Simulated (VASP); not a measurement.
Runs of VASP 6.6.1 on InAs. The structure is that of space group F-43m (No. 216), or close to it. The cells are those of the table. 

```csv
cell,gap on the mesh (eV),pressure (GPa)
"a = 4.186 Å, angles 60.0°, 2 atoms",0.04,5.8
"a = 4.304 Å, angles 60.0°, 2 atoms",none,0.1
"a = 4.282 Å, angles 60.0°, 2 atoms",none,1.0
"a = 3.996 Å, angles 60.0°, 2 atoms",0.74,21.2
"a = 4.246 Å, angles 60.0°, 2 atoms",none,(c)
"a = 4.061 Å, angles 60.0°, 2 atoms",(b),14.8
"a = 4.361 Å, angles 60.0°, 2 atoms",none,(a)
```

Alike in all rows: task single point; level PBEsol; potentials or basis VASP PAW PBE potentials, release 64 (In_d, As); no spin polarisation; k mesh 14 × 14 × 14; cutoff (eV) 520; smearing gaussian 0.05 eV.

Task: Fill in the values left out.

Result: (a) -1.9; (b) 0.50; (c) 2.6.

Caveats: the PAW data sets were made with another functional, which shifts forces and pressure a little; spin-orbit coupling is left out, which moves the levels of the heavy elements; semilocal functionals underestimate gaps, so a narrow gap can read as zero (at least some runs); the cell stands under pressure (at least some runs).

A k mesh can miss the band edges, and the runs leave out spin-orbit coupling on As, In.

A gap of «none» marks levels without a gap at the run's occupations.
